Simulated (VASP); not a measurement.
# Pt (Fm-3m) in VASP: settings compared

The runs below take Pt through single point, relaxation of cell and atoms, with LDA, PBE, RPBE, r2SCAN+D4.

Program: VASP 6.6.1. These are calculated values, not measurements. Logs are shortened: lines on timing, memory, paths and dates and some standing lists are left out, and cuts for length are marked.

## Step 1: The cell of the first run

The structure is cubic, space group Fm-3m (No. 225). Conventional cell: a = 3.895 Å, b = 3.895 Å, c = 3.895 Å, α = 90.00°, β = 90.00°, γ = 90.00°. Within 3.6 Å of Pt (site symmetry m-3m) lie 12 Pt at 2.75 Å.

## Step 2: Single point, LDA

File INCAR:

```
ALGO = Normal
EDIFF = 1E-7
ENCUT = 520
GGA = CA
ISIF = 2
ISMEAR = -1
LASPH = T
LCHARG = F
LREAL = F
LWAVE = F
NBANDS = 11
NELM = 60
PREC = Accurate
SIGMA = 0.1
```

File KPOINTS:

```
k-points
0
Gamma
  13 13 13
```

File POSCAR:

```
Pt
1.0
    0.0000000000      1.9476138545      1.9476138545
    1.9476138545      0.0000000000      1.9476138545
    1.9476138545      1.9476138545      0.0000000000
Pt
1
Direct
    0.0000000000      0.0000000000      0.0000000000
```

Potentials or basis: VASP PAW LDA potentials, release 64 (Pt).

Command:

```sh
> cat potpaw_LDA.64/Pt/POTCAR > POTCAR
> mpirun -np 1 vasp_std > vasp.out
```

OUTCAR:

```text
EDIFF = 1E-7
   ENCUT = 520
   GGA = CA
   ISIF = 2
   ISMEAR = -1
   LASPH = T
   LREAL = F
   NELM = 60
   PREC = Accurate

 ion  position               nearest neighbor table
   1  0.000  0.000  0.000-

  LATTYP: Found a face centered cubic cell.
 ALAT       =     3.8952277090

  Lattice vectors:

 A1 = (   0.0000000000,   1.9476138545,   1.9476138545)
 A2 = (   1.9476138545,   0.0000000000,   1.9476138545)
 A3 = (   1.9476138545,   1.9476138545,   0.0000000000)

Analysis of symmetry for initial positions (statically):
=====================================================================
 Subroutine PRICEL returns:
 Original cell was already a primitive cell.

 Routine SETGRP: Setting up the symmetry group for a
 face centered cubic supercell.

 Subroutine GETGRP returns: Found 48 space group operations
 (whereof 48 operations were pure point group operations)
 out of a pool of 48 trial point group operations.

The static configuration has the point symmetry O_h .

Analysis of symmetry for dynamics (positions and initial velocities):
=====================================================================
 Subroutine PRICEL returns:
 Original cell was already a primitive cell.

 Routine SETGRP: Setting up the symmetry group for a
 face centered cubic supercell.

 Subroutine GETGRP returns: Found 48 space group operations
 (whereof 48 operations were pure point group operations)
 out of a pool of 48 trial point group operations.

The dynamic configuration has the point symmetry O_h .

 Subroutine INISYM returns: Found 48 space group operations
 (whereof 48 operations are pure point group operations),
 and found     1 'primitive' translations

----------------------------------------------------------------------------------------

                                     Primitive cell

  volume of cell :      14.7754

  direct lattice vectors                    reciprocal lattice vectors
     0.000000000  1.947613854  1.947613854    -0.256724401  0.256724401  0.256724401
     1.947613854  0.000000000  1.947613854     0.256724401 -0.256724401  0.256724401
     1.947613854  1.947613854  0.000000000     0.256724401  0.256724401 -0.256724401

  length of vectors
     2.754341927  2.754341927  2.754341927     0.444659706  0.444659706  0.444659706

  position of ions in fractional coordinates (direct lattice)
     0.000000000  0.000000000  0.000000000

  ion indices of the primitive-cell ions
   primitive index   ion index
                 1           1

----------------------------------------------------------------------------------------

 KPOINTS: k-points

Automatic generation of k-mesh.
 Grid dimensions read from file:
 generate k-points for:   13   13   13

 Generating k-lattice:

  Cartesian coordinates                     Fractional coordinates (reciprocal lattice)
    -0.019748031  0.019748031  0.019748031     0.076923077  0.000000000  0.000000000
     0.019748031 -0.019748031  0.019748031     0.000000000  0.076923077  0.000000000
     0.019748031  0.019748031 -0.019748031     0.000000000  0.000000000  0.076923077

  Length of vectors
     0.034204593  0.034204593  0.034204593

  Shift w.r.t. Gamma in fractional coordinates (k-lattice)
     0.000000000  0.000000000  0.000000000

 Subroutine IBZKPT returns following result:
 ===========================================

 Found     84 irreducible k-points:

 Following reciprocal coordinates:
            Coordinates               Weight
  0.000000  0.000000  0.000000      1.000000
  0.076923  0.000000  0.000000      8.000000
  0.153846  0.000000  0.000000      8.000000
  0.230769  0.000000  0.000000      8.000000
  0.307692  0.000000  0.000000      8.000000
  0.384615  0.000000  0.000000      8.000000
[... 16 lines left out ...]
  0.384615  0.153846  0.000000     24.000000
  0.461538  0.153846  0.000000     24.000000
 [... further k-points ...]
   k-points           NKPTS =     84   k-points in BZ     NKDIM =     84   number of bands    NBANDS=     11
   number of dos      NEDOS =    301   number of ions     NIONS =      1
   total plane-waves  NPLWV =   8000
   dimension x,y,z NGX =    20 NGY =   20 NGZ =   20
   dimension x,y,z NGXF=    40 NGYF=   40 NGZF=   40
   ions per type =               1
   NGX,Y,Z   is equivalent  to a cutoff of  12.07, 12.07, 12.07 a.u.
   NGXF,Y,Z  is equivalent  to a cutoff of  24.14, 24.14, 24.14 a.u.
 SYSTEM =  unknown system
   PREC   = accura    normal or accurate (medium, high low for compatibility)
   ISTART =      0    job   : 0-new  1-cont  2-samecut
   ICHARG =      2    charge: 1-file 2-atom 10-const
   ISPIN  =      1    spin polarized calculation?
   LNONCOLLINEAR =      F non collinear calculations
   LSORBIT =      F    spin-orbit coupling
   LASPH  =      T    aspherical Exc in radial PAW
   ENCUT  =  520.0 eV  38.22 Ry    6.18 a.u.   5.12  5.12  5.12*2*pi/ulx,y,z
   NELM   =     60;   NELMIN=  2; NELMDL= -5     # of ELM steps
   EDIFF  = 0.1E-06   stopping-criterion for ELM
   LREAL  =      F    real-space projection
   EDIFFG = 0.1E-05   stopping-criterion for IOM
   NSW    =      0    number of steps for IOM
   IBRION =     -1    ionic relax: 0-MD 1-quasi-New 2-CG
   NFREE  =      0    steps in history (QN), initial steepest desc. (CG)
   ISIF   =      2    stress and relaxation
   ISYM   =      2    0-nonsym 1-usesym 2-fastsym
   POTIM  = 0.5000    time-step for ionic-motion
   TEBEG  =    0.0;   TEEND  =   0.0 temperature during run
   PSTRESS=    0.0 pullay stress
   NELECT =      10.0000    total number of electrons
   NUPDOWN=      -1.0000    fix difference up-down
   EMIN   =  10.00;   EMAX   =-10.00  energy-range for DOS
   EFERMI =   0.00;   METHOD = LEGACY
   ISMEAR =    -1;   SIGMA  =   0.10  broadening in eV -4-tet -1-fermi 0-gaus
   EFERMI_NEDOS =   21; number of points for ismear=-14 and -15
   IALGO  =     38    algorithm
   IMIX   =      4    mixing-type and parameters
     AMIX     =   0.40;   BMIX     =  1.00
     AMIX_MAG =   1.60;   BMIX_MAG =  1.00
  volume/ion in A,a.u.               =      14.78        99.71
  Fermi-wavevector in a.u.,A,eV,Ry     =   1.437348  2.716194 28.109225  2.065970
  Thomas-Fermi vector in A             =   2.556436
   LORBIT       =      0    0 simple, 1 ext, 2 COOP (PROOUT), +10 PAW based schemes
   GGA     = CA    functional components
   LHFCALC =     F    Hartree Fock is set to
   AEXX    =    0.0000 exact exchange contribution
   IVDW    =     0    specifies the selected vdW correction
   LEPSILON=     F    determine dielectric tensor
   LRPA    =     F    only Hartree local field effects (RPA)
 non-spin polarized calculation
  energy-cutoff  :      520.00
  volume of cell :       14.78
 maximum number of plane-waves:       411
   NGX = 11   NGY = 11   NGZ = 11

 number of electron      10.0000000 magnetization

 Free energy of the ion-electron system (eV)
  ---------------------------------------------------
  ext. energy  EPLUGINS =         0.00000000
  ---------------------------------------------------
  free energy    TOTEN  =        -7.52908973 eV

  energy without entropy =       -7.47132566  energy(sigma->0) =       -7.50020770

 E-fermi :  11.5376     XC(G=0): -13.8075

 val. band max:       11.5270164694   @ k =   0.4615   0.0000   0.0000
 cond. band min:      11.5377999268   @ k =   0.4615   0.4615   0.0000
 fundamental gap:      0.0107834574
 Fermi energy:        11.5375768521

 k-point     1 :       0.0000    0.0000    0.0000
  band No.  band energies     occupation
      1       1.0658      2.00000
      2       7.5916      2.00000
      3       7.5916      2.00000
      4       7.5916      2.00000
      5       9.8561      2.00000
      6       9.8561      2.00000
      7      26.1056      0.00000
      8      31.1416      0.00000
      9      31.1416      0.00000
     10      31.1416      0.00000
     11      36.6715      0.00000

 k-point     2 :       0.0769    0.0000    0.0000
  band No.  band energies     occupation
      1       1.3080      2.00000
      2       7.4836      2.00000
      3       7.6877      2.00000
      4       7.6877      2.00000
      5       9.8025      2.00000
      6       9.8025      2.00000
      7      26.4874      0.00000
      8      29.9934      0.00000
      9      31.5216      0.00000
     10      31.5216      0.00000
     11      37.9211      0.00000

 k-point     3 :       0.1538    0.0000    0.0000
  band No.  band energies     occupation
      1       1.9880      2.00000
      2       7.2519      2.00000
      3       7.9001      2.00000
      4       7.9001      2.00000
      5       9.7370      2.00000
      6       9.7370      2.00000
      7      27.4173      0.00000
      8      27.8870      0.00000
      9      32.5955      0.00000
     10      32.5955      0.00000
     11      37.1665      0.00000

 k-point     4 :       0.2308    0.0000    0.0000
  band No.  band energies     occupation
      1       2.9175      2.00000
      2       7.1759      2.00000
      3       7.9984      2.00000
      4       7.9984      2.00000
      5       9.9217      2.00000
      6       9.9217      2.00000
      7      25.5661      0.00000
      8      28.0213      0.00000
      9      34.0839      0.00000
     10      34.0839      0.00000
     11      35.2649      0.00000
[... 239 lines left out ...]
 k-point    22 :       0.3077    0.1538    0.0000
  band No.  band energies     occupation
      1       3.9324      2.00000
      2       6.4207      2.00000
      3       7.8393      2.00000
      4       8.6335      2.00000
      5      10.0166      2.00000
      6      10.8109      1.99860
      7      25.3020      0.00000
      8      28.8877      0.00000
      9      30.1893      0.00000
     10      31.7946      0.00000
     11      36.0786      0.00000

 k-point    23 :       0.3846    0.1538    0.0000
  band No.  band energies     occupation
      1       4.5003      2.00000
      2       6.8690      2.00000
      3       7.4711      2.00000
      4       8.4927      2.00000
      5      11.3333      1.77047
      6      11.3505      1.73306
      7      22.2309      0.00000
      8      27.8331      0.00000
      9      29.5166      0.00000
     10      31.5286      0.00000
     11      37.9080      0.00000

 k-point    24 :       0.4615    0.1538    0.0000
  band No.  band energies     occupation
      1       4.6352      2.00000
      2       7.0549      2.00000
      3       7.9839      2.00000
      4       8.2994      2.00000
      5      11.6452      0.50835
      6      13.0261      0.00000
      7      19.2409      0.00000
      8      27.0209      0.00000
      9      29.1767      0.00000
     10      30.2388      0.00000
     11      38.7201      0.00000

 [... further k-points ...]
[... 5 lines left out ...]
  --------------------------------------------------------------------------------------
  -------------------------------------------------------------------------------------
  Total        0.0719255      0.0719255      0.0719255      0.0000000     -0.0000000      0.0000000
  in kB        7.7992885      7.7992885      7.7992885      0.0000000     -0.0000000      0.0000000
  external PRESSURE =       7.7992885 kB  Pullay stress =       0.0000000 kB

 VOLUME and BASIS-vectors are now :
 -----------------------------------------------------------------------------
  energy-cutoff  :      520.00
  volume of cell :       14.78
      direct lattice vectors                 reciprocal lattice vectors
     0.000000000  1.947613854  1.947613854    -0.256724401  0.256724401  0.256724401
     1.947613854  0.000000000  1.947613854     0.256724401 -0.256724401  0.256724401
     1.947613854  1.947613854  0.000000000     0.256724401  0.256724401 -0.256724401

 POSITION                                       TOTAL-FORCE (eV/Angst)
 -----------------------------------------------------------------------------------
      0.00000      0.00000      0.00000        -0.000000     -0.000000     -0.000000
 -----------------------------------------------------------------------------------
    total drift:                                0.000000      0.000000      0.000000

  FREE ENERGIE OF THE ION-ELECTRON SYSTEM (eV)
  ---------------------------------------------------
  free  energy   TOTEN  =        -7.5290897344 eV

  energy  without entropy=       -7.4713256598  energy(sigma->0) =       -7.50020770
```

It took 14 s on 1 thread of Intel Xeon 8259CL, shared host; peak memory 0.13 GiB.

Results:

```
Free energy            : -7.5291 eV
Pressure               : 0.8 GPa
Band gap on the k mesh : zero (band 5 reaches 11.98 eV, above the bottom of band 6 at 9.74 eV)
```

Levels at points of the mesh, in eV from the Fermi level:
```tsv
k point	band 1	band 2	band 3	band 4	band 5	band 6	band 7	band 8	band 9	band 10
(0.00, 0.00, 0.00)	-10.47	-3.95	-3.95	-3.95	-1.68	-1.68	14.57	19.60	19.60	19.60
```

Caveat: spin-orbit coupling is left out, which moves the levels of the heavy elements.

[end of part 1 of 3]
